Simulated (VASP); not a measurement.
# TiC (Fm-3m) in VASP: elastic constants with PBEsol

Aim: the elastic constants of TiC with PBEsol.

Program: VASP 6.6.1. These are calculated values, not measurements. Logs are shortened: lines on timing, memory, paths and dates and some standing lists are left out, and cuts for length are marked.

### 1 The cell of the first run

The structure is cubic, space group Fm-3m (No. 225). The conventional cell has a = 4.222 Å, b = 4.222 Å, c = 4.222 Å, α = 90.00°, β = 90.00°, γ = 90.00°. Ti (site symmetry m-3m) has 6 C at 2.11 Å within 2.8 Å. Within 2.8 Å of C (site symmetry m-3m) lie 6 Ti at 2.11 Å.

### 2 Elastic constants, PBEsol

INCAR reads:

```
  PREC = Accurate
  ENCUT = 600
  EDIFF = 1E-8
  ISMEAR = -1
  SIGMA = 0.05
  LREAL = False
  LASPH = True
  NELM = 120
  ALGO = Normal
  ISIF = 3
  LWAVE = False
  LCHARG = False
  GGA = PS
  NBANDS = 15
  IBRION = 6
  NFREE = 2
  POTIM = 0.015
  NSW = 1
  GGA_COMPAT = False
```

KPOINTS reads:

```
Automatic mesh
0
Gamma
  18 18 18
```

POSCAR reads:

```
TiC
1.0
    0.0000000000      2.1107567545      2.1107567545
    2.1107567545      0.0000000000      2.1107567545
    2.1107567545      2.1107567545      0.0000000000
Ti C
1 1
Direct
    0.0000000000      0.0000000000      0.0000000000
    0.5000000000      0.5000000000      0.5000000000
```

Potentials or basis: VASP PAW PBE potentials, release 64 (Ti_sv, C).

Run with:

```
$ cat potpaw_PBE.64/Ti_sv/POTCAR potpaw_PBE.64/C/POTCAR > POTCAR
$ mpirun -np 1 vasp_std > vasp.out
```

OUTCAR:

```text
PREC = Accurate
   ENCUT = 600
   EDIFF = 1E-8
   ISMEAR = -1
   LREAL = False
   LASPH = True
   NELM = 120
   ISIF = 3
   GGA = PS
   IBRION = 6
   NFREE = 2
   POTIM = 0.015
   NSW = 1

 ion  position               nearest neighbor table
   1  0.000  0.000  0.000-   2 2.11   2 2.11   2 2.11   2 2.11   2 2.11   2 2.11
   2  0.500  0.500  0.500-   1 2.11   1 2.11   1 2.11   1 2.11   1 2.11   1 2.11

  LATTYP: Found a face centered cubic cell.
 ALAT       =     4.2215135090

  Lattice vectors:

 A1 = (   0.0000000000,   2.1107567545,   2.1107567545)
 A2 = (   2.1107567545,   0.0000000000,   2.1107567545)
 A3 = (   2.1107567545,   2.1107567545,   0.0000000000)

Analysis of symmetry for initial positions (statically):
=====================================================================
 Subroutine PRICEL returns:
 Original cell was already a primitive cell.

 Routine SETGRP: Setting up the symmetry group for a
 face centered cubic supercell.

 Subroutine GETGRP returns: Found 48 space group operations
 (whereof 48 operations were pure point group operations)
 out of a pool of 48 trial point group operations.

The static configuration has the point symmetry O_h .

Analysis of symmetry for dynamics (positions and initial velocities):
=====================================================================
 Subroutine PRICEL returns:
 Original cell was already a primitive cell.

 Routine SETGRP: Setting up the symmetry group for a
 face centered cubic supercell.

 Subroutine GETGRP returns: Found 48 space group operations
 (whereof 48 operations were pure point group operations)
 out of a pool of 48 trial point group operations.

The dynamic configuration has the point symmetry O_h .

 Subroutine INISYM returns: Found 48 space group operations
 (whereof 48 operations are pure point group operations),
 and found     1 'primitive' translations

----------------------------------------------------------------------------------------

                                     Primitive cell

  volume of cell :      18.8081

  direct lattice vectors                    reciprocal lattice vectors
     0.000000000  2.110756755  2.110756755    -0.236881867  0.236881867  0.236881867
     2.110756755  0.000000000  2.110756755     0.236881867 -0.236881867  0.236881867
     2.110756755  2.110756755  0.000000000     0.236881867  0.236881867 -0.236881867

  length of vectors
     2.985060829  2.985060829  2.985060829     0.410291428  0.410291428  0.410291428

  position of ions in fractional coordinates (direct lattice)
     0.000000000  0.000000000  0.000000000
     0.500000000  0.500000000  0.500000000

  ion indices of the primitive-cell ions
   primitive index   ion index
                 1           1
                 2           2

----------------------------------------------------------------------------------------

 KPOINTS: Automatic mesh

Automatic generation of k-mesh.
 Grid dimensions read from file:
 generate k-points for:   18   18   18

 Generating k-lattice:

  Cartesian coordinates                     Fractional coordinates (reciprocal lattice)
    -0.013160104  0.013160104  0.013160104     0.055555556  0.000000000  0.000000000
     0.013160104 -0.013160104  0.013160104     0.000000000  0.055555556  0.000000000
     0.013160104  0.013160104 -0.013160104     0.000000000  0.000000000  0.055555556

  Length of vectors
     0.022793968  0.022793968  0.022793968
[... 109 lines left out ...]
  -------------------------------------------------------------------------------------
  Total        1.7689421      1.7689421      1.7689421      0.0000000      0.0000000      0.0000000
  in kB      150.6883375    150.6883375    150.6883375      0.0000000      0.0000000      0.0000000
  external PRESSURE =     150.6883375 kB  Pullay stress =       0.0000000 kB
[... 89 lines left out ...]
  FREE ENERGIE OF THE ION-ELECTRON SYSTEM (eV)
  ---------------------------------------------------
  free  energy   TOTEN  =       -19.7219743627 eV

  energy  without entropy=      -19.7195853835  energy(sigma->0) =      -19.72077987

[... ionic steps 4 to 14 ...]

--------------------------------------- Ionic step       15  -------------------------------------------

 number of electron      15.9999999 magnetization

------------------------ aborting loop because EDIFF is reached ----------------------------------------
[... 67 lines left out ...]
--------------------------------------- Ionic step       17  -------------------------------------------

 number of electron      16.0000000 magnetization

 Free energy of the ion-electron system (eV)
  ---------------------------------------------------
  ext. energy  EPLUGINS =         0.00000000
  ---------------------------------------------------
  free energy    TOTEN  =       -19.75658068 eV

  energy without entropy =      -19.75420026  energy(sigma->0) =      -19.75539047

 E-fermi :  10.2360     XC(G=0): -13.2646

 val. band max:       10.2251665983   @ k =   0.4444   0.4444   0.0000
 cond. band min:      10.2649089496   @ k =  -0.0556   0.0556   0.0000
 fundamental gap:      0.0397423513
 Fermi energy:        10.2359829435

 k-point     1 :       0.0000    0.0000    0.0000
  band No.  band energies     occupation
      1     -45.8754      2.00000
      2     -21.9544      2.00000
      3     -21.9544      2.00000
      4     -21.9544      2.00000
      5      -2.4899      2.00000
      6      10.9081      0.00000
      7      10.9081      0.00000
      8      10.9174      0.00000
      9      11.9309      0.00000
     10      12.0472      0.00000
     11      12.0472      0.00000
     12      12.1240      0.00000
     13      12.2324      0.00000
     14      21.8810      0.00000
[... 401 lines left out ...]
      2     -22.2813      2.00000
      3     -22.0076      2.00000
      4     -21.9751      2.00000
      5      -1.0895      2.00000
      6       7.4260      2.00000
      7       8.3128      2.00000
      8       8.5669      2.00000
      9      11.8574      0.00000
     10      12.3330      0.00000
     11      13.4193      0.00000
     12      15.8960      0.00000
     13      17.0230      0.00000
     14      22.3697      0.00000
     15      25.2367      0.00000

 [... further k-points ...]

------------------------ aborting loop because EDIFF is reached ----------------------------------------

  FORCE on cell =-STRESS in cart. coord.  units (eV):
  Direction    XX          YY          ZZ          XY          YZ          ZX
  --------------------------------------------------------------------------------------
  -------------------------------------------------------------------------------------
  Total        1.7794614      1.7689802      1.7689802      0.0000000      0.0000000      0.0000000
  in kB      151.5844280    150.6915806    150.6915806      0.0000000      0.0000000      0.0000000
  external PRESSURE =     150.9891964 kB  Pullay stress =       0.0000000 kB
[... 17 lines left out ...]
  FREE ENERGIE OF THE ION-ELECTRON SYSTEM (eV)
  ---------------------------------------------------
  free  energy   TOTEN  =       -19.7565806832 eV

  energy  without entropy=      -19.7542002641  energy(sigma->0) =      -19.75539047

 INTERNAL STRAIN TENSORS FROM STRAINED CELLS
 ============================================

 INTERNAL STRAIN TENSOR FOR ION    1 for displacements in x,y,z  (eV/Angst):
          X           Y           Z          XY          YZ          ZX
  --------------------------------------------------------------------------------
  x     0.00000     0.00000    -0.00000    -0.00000     0.00000     0.00000
  y    -0.00000    -0.00000    -0.00000     0.00000    -0.00000    -0.00000
  z     0.00000     0.00000    -0.00000     0.00000    -0.00000     0.00000

 INTERNAL STRAIN TENSORS FROM DISPLACED ATOMS
 ============================================

 INTERNAL STRAIN TENSOR FOR ION    1 for displacements in x,y,z  (eV/Angst):
          X           Y           Z          XY          YZ          ZX
  --------------------------------------------------------------------------------
  x     0.00000     0.00000     0.00000     0.00000     0.00000     0.00000
  y     0.00000     0.00000     0.00000     0.00000     0.00000     0.00000
  z     0.00000     0.00000     0.00000     0.00000     0.00000     0.00000

 INTERNAL STRAIN TENSOR FOR ION    2 for displacements in x,y,z  (eV/Angst):
          X           Y           Z          XY          YZ          ZX
  --------------------------------------------------------------------------------
  x     0.00000     0.00000     0.00000     0.00000     0.00000     0.00000
  y     0.00000     0.00000     0.00000     0.00000     0.00000     0.00000
  z     0.00000     0.00000     0.00000     0.00000     0.00000     0.00000

 Eigenvectors and eigenvalues of the dynamical matrix
 ----------------------------------------------------

   1 f  =   17.661788 THz   110.972285 2PiTHz  589.133826 cm-1    73.043252 meV
             X         Y         Z           dx          dy          dz
      0.000000  0.000000  0.000000    -0.447888    0.000000    0.000000
      2.110757  2.110757  2.110757     0.894089    0.000000    0.000000
[... 21 lines left out ...]
   6 f/i=    0.001243 THz     0.007809 2PiTHz    0.041456 cm-1     0.005140 meV
             X         Y         Z           dx          dy          dz
      0.000000  0.000000  0.000000    -0.894089    0.000000    0.000000
      2.110757  2.110757  2.110757    -0.447888    0.000000    0.000000

--------------------------------------------------------------------------------------------------------

 ELASTIC MODULI CONTR FROM IONIC RELAXATION (kBar)
 Direction    XX          YY          ZZ          XY          YZ          ZX
 --------------------------------------------------------------------------------
 XX           0.0000      0.0000      0.0000      0.0000      0.0000      0.0000
 YY           0.0000      0.0000      0.0000      0.0000      0.0000      0.0000
 ZZ           0.0000      0.0000      0.0000      0.0000      0.0000      0.0000
 XY           0.0000      0.0000      0.0000      0.0000      0.0000      0.0000
 YZ           0.0000      0.0000      0.0000      0.0000      0.0000      0.0000
 ZX           0.0000      0.0000      0.0000      0.0000      0.0000      0.0000
 --------------------------------------------------------------------------------

 TOTAL ELASTIC MODULI (kBar)
 Direction    XX          YY          ZZ          XY          YZ          ZX
 --------------------------------------------------------------------------------
 XX        6669.1481   1294.0608   1294.0608     -0.0000     -0.0000      0.0000
 YY        1294.0608   6669.1481   1294.0608      0.0000      0.0000      0.0000
 ZZ        1294.0608   1294.0608   6669.1481      0.0000      0.0000      0.0000
 XY          -0.0000      0.0000      0.0000   1783.5499     -0.0000      0.0000
 YZ          -0.0000      0.0000      0.0000     -0.0000   1783.5499      0.0000
 ZX           0.0000      0.0000      0.0000      0.0000      0.0000   1783.5499
 --------------------------------------------------------------------------------
```

It took 35 min on 1 thread of Intel Xeon 6975P-C (Granite Rapids), shared host; peak memory 0.93 GiB.

Results:

| Quantity | Value |
| --- | --- |
| Elastic constants C11, C12, C44 | 667, 129, 178 GPa |
| Voigt bulk modulus | 309 GPa |
| Highest phonon frequency at Γ | 589 cm⁻¹ |

Phonon frequencies in cm⁻¹ (negative: imaginary):
| q point | frequencies |
| --- | --- |
| (0.000, 0.000, 0.000) | 0 0 0 589 589 589 |

Elastic tensor in Voigt notation (GPa, in the Cartesian axes of the cell as first typed):
```
667 129 129   0   0   0
129 667 129   0   0   0
129 129 667   0   0   0
  0   0   0 178   0   0
  0   0   0   0 178   0
  0   0   0   0   0 178
```

Clamped-ion elastic tensor (GPa):
```
667 129 129   0   0   0
129 667 129   0   0   0
129 129 667   0   0   0
  0   0   0 178   0   0
  0   0   0   0 178   0
  0   0   0   0   0 178
```

Caveat: the cell is under stress, which shifts elastic constants; the PAW data sets were made with another functional, which shifts forces and pressure a little.
